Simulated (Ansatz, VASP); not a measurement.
LiNbO3 in VASP and in Ansatz

```xyz
10
Lattice="2.5932 1.4972 4.9779 -2.5932 1.4972 4.9779 0.0000 -2.9944 4.9779" Properties=species:S:1:pos:R:3 pbc="T T T"
Li    0.0000    0.0000    4.2052
Li    0.0000    0.0000   11.6721
Nb    0.0000    0.0000    0.0073
Nb    0.0000    0.0000    7.4742
O    -0.6420   -1.4578    5.9217
O     1.5835    0.1729    5.9217
O    -0.9415    1.2849    5.9217
O    -1.6517   -0.2123    8.4106
O     0.6420    1.5365    8.4106
O     1.0097   -1.3242    8.4106
```

Alike in both runs: task single point; functional PBE; k mesh 6 × 6 × 6; occupations gaussian, width 0.05 eV; no spin polarisation.

|  | VASP | Ansatz |
| --- | --- | --- |
| version | VASP 6.6.1 | Ansatz 0.2.0 |
| potentials or method | VASP PAW PBE potentials, release 64 (Li_sv, Nb_sv, O), cutoff 520 eV | scalar-relativistic, plane waves, PAW |
| valence electrons in the cell | 68 | 68 |

```tsv
	VASP	Ansatz	Ansatz less VASP
gap on the k mesh at the Fermi level (eV)	3.25	3.26	+0.012
least direct gap on the mesh (eV)	3.26	3.27	+0.012
rms of the force components (eV/Å)	0.336	0.341	+0.0055
```

Atom by atom the forces differ by 0.009 eV/Å (rms over components). With one functional, cell and mesh, what is left measures potentials, basis and numerics.

Noted on VASP's run: the cutoff is short for stress, so the pressure is rough.
